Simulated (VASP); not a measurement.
Write the native input for VASP 6.6.1 that does the following.

| Property | Result |
| --- | --- |
| Task | relaxation of cell and atoms |
| Functional | PBEsol |
| Potentials or basis | VASP PAW PBE potentials, release 64 (Ga_d) |
| Cutoff | 600 eV |
| k mesh | 6 × 6 × 2 |
| Occupations | gaussian, width 0.1 eV |
| Spin | no spin polarisation |
| Dipole correction | no |
| Further INCAR settings | ALGO = Normal; EDIFF = 1e-06; IBRION = 2; EDIFFG = -0.04; NSW = 90; ISIF = 3 |

The structure of Ga lies in POSCAR:

```
Ga
1.0
    3.2727731804      0.0000000000      0.0000000000
   -1.6363865902      2.8343047150      0.0000000000
    0.0000000000      0.0000000000      8.9136505320
Ga
4
Direct
    0.0000000000      0.0000000000      0.2500000000
    0.0000000000      0.0000000000      0.7500000000
    0.3333333333      0.6666666667      0.7500000000
    0.6666666667      0.3333333333      0.2500000000
```

This isn't the form of Ga at room conditions, which is orthorhombic.

One way to write it, as run:

INCAR

```
SYSTEM = Ga
ALGO = Normal ; EDIFF = 1E-6
EDIFFG = -0.04 ; ENCUT = 600
GGA = PS ; IBRION = 2
ISIF = 3 ; ISMEAR = 0
LASPH = .True. ; LCHARG = .False.
LREAL = .False. ; LWAVE = .False.
NELM = 80 ; NSW = 90
PREC = Accurate ; SIGMA = 0.1
```

KPOINTS

```
k-points
0
Gamma
  6 6 2
  0 0 0
```

Potentials or basis: VASP PAW PBE potentials, release 64 (Ga_d).

Command:

```bash
$ cat potpaw_PBE.64/Ga_d/POTCAR > POTCAR
$ mpirun -np 1 vasp_std > vasp.out
```

It gave:

```yaml
Relaxed_volume: 21.20 Å³/atom
Relaxed_cell: a = 4.400 Å, b = 4.400 Å, c = 5.059 Å, α = 90.00°, β = 90.00°, γ = 120.00°
Space_group_after_relaxing_to_0.1_Å: P6_3/mmc (No. 194)
Energy_gained_by_relaxing: 3697.7 meV/atom
Ionic_steps: 24
Pressure_after_relaxing: -0.1 GPa
Band_gap_on_the_k_mesh: zero (bands 26 and 27 overlap by 1.58 eV)
```

Caveat: the k points lie up to 0.62 Å⁻¹ apart in the final cell, too coarse for converged energies and pressures of a metal; a cell axis changed by over 15 % at a fixed basis, so the end point is rough; the PAW data sets were made with another functional, which shifts forces and pressure a little.

Run time: 8.8 min on 1 thread of Intel(R) Xeon(R) 6975P-C (Granite Rapids) (shared host), peak memory 0.24 GiB.
